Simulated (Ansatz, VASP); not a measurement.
This is a calculation of TaN for VASP 6.6.1.

Contents of INCAR:

```
SYSTEM = TaN
PREC = Accurate
ENCUT = 520
EDIFF = 1E-6
ISMEAR = 0
SIGMA = 0.015
LREAL = .False.
LASPH = .True.
NELM = 80
ALGO = Normal
ISIF = 2
LWAVE = .False.
LCHARG = .False.
GGA = PE
NBANDS = 24
```

The input KPOINTS:

```
Automatic mesh
0
Gamma
  10 10 5
  0 0 0
```

The input POSCAR:

```
TaN
1.0
    2.9217699809      0.0000000000      0.0000000000
   -1.4608849905      2.5303270275      0.0000000000
    0.0000000000      0.0000000000      5.9165150000
Ta N
2 2
Direct
    0.0000000000      0.0000000000      0.5000000000
    0.0000000000      0.0000000000      0.0000000000
    0.3333333333      0.6666666667      0.2500000000
    0.6666666667      0.3333333333      0.7500000000
```

Potentials or basis: VASP PAW PBE potentials, release 64 (Ta_pv, N).

The run is started by

```sh
$ cat potpaw_PBE.64/Ta_pv/POTCAR potpaw_PBE.64/N/POTCAR > POTCAR
$ mpirun -np 1 vasp_std > vasp.out
```

Set up the same calculation for Ansatz 0.2.0. Potentials there: Ansatz PAW.

As run (the cutoff follows the program's own potentials):

The input input.yaml:

```yaml
crystal:
  lattice:
    - [2.9217699809, 0.0, 0.0]
    - [-1.4608849905, 2.5303270275, 0.0]
    - [0.0, 0.0, 5.916515]
  atoms:
    - { symbol: Ta, position: [0.0, 0.0, 0.5] }
    - { symbol: Ta, position: [0.0, 0.0, 0.0] }
    - { symbol: "N", position: [0.3333333333, 0.6666666667, 0.25] }
    - { symbol: "N", position: [0.6666666667, 0.3333333333, 0.75] }
hamiltonian:
  xc: pbe
  pseudopotentials: { kind: paw }
kpoints:
  mp_grid: { grid: [10, 10, 5] }
scf:
  occupations: { method: gaussian, width: 0.015 }
output:
  forces: true
  stress: true
  eigenvalues: true
```

Potentials or basis: Ansatz PAW.

Launch:

```sh
$ ansatz run input.yaml --threads 1 --pin off --max-ram 3584MiB --backend cpu --events-out ev --progress --plain --runs-dir out
```

Both were run:

|  | VASP | Ansatz | Ansatz less VASP |
| --- | --- | --- | --- |
| gap on the k mesh at the Fermi level (eV) | none | none | - |
| pressure (GPa) | -0.4 | -1.1 | -0.68 |
| traceless stress, the component that is largest in VASP (GPa) | 0.16 | 0.10 | -0.061 |

A gap of «none» marks a metal or a gap that the smearing closes. VASP's potentials hold 32 valence electrons a cell and Ansatz's 36, so a difference there can come from the potentials and not from the codes.

Neither program's run includes spin-orbit coupling.
